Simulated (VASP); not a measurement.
Runs of VASP 6.6.1 on WC. It takes space group Fm-3m (No. 225, cubic). Conventional cell: a = 4.385 Å, b = 4.385 Å, c = 4.385 Å, α = 90.00°, β = 90.00°, γ = 90.00°. Within 2.9 Å of W (site symmetry m-3m) lie 6 C at 2.19 Å. Within 2.9 Å of C (site symmetry m-3m) lie 6 W at 2.19 Å. 

```tsv
k mesh	gap on the mesh (eV)	pressure (GPa)
4 × 4 × 4	none	-14.4
11 × 11 × 11	none	(a)
9 × 9 × 9	none	-12.7
3 × 3 × 3	none	(b)
7 × 7 × 7	none	-13.4
```

Alike in all rows: task single point; level PBEsol+D4; potentials or basis VASP PAW PBE potentials, release 64 (W_sv, C); no spin polarisation; cell as given; cutoff (eV) 600; smearing methfessel-paxton 0.05 eV.

Q: Estimate the missing entries.

A: (a) -13.0; (b) -6.3.

Caveats: some runs use coarse meshes; the PAW data sets were made with another functional, which shifts forces and pressure a little; spin-orbit coupling is left out, which moves the levels of the heavy elements; pairwise dispersion overbinds metals, which lowers pressure and volume.

A k mesh can miss the band edges, and the runs leave out spin-orbit coupling on W.

A gap of «none» marks levels without a gap at the run's occupations.
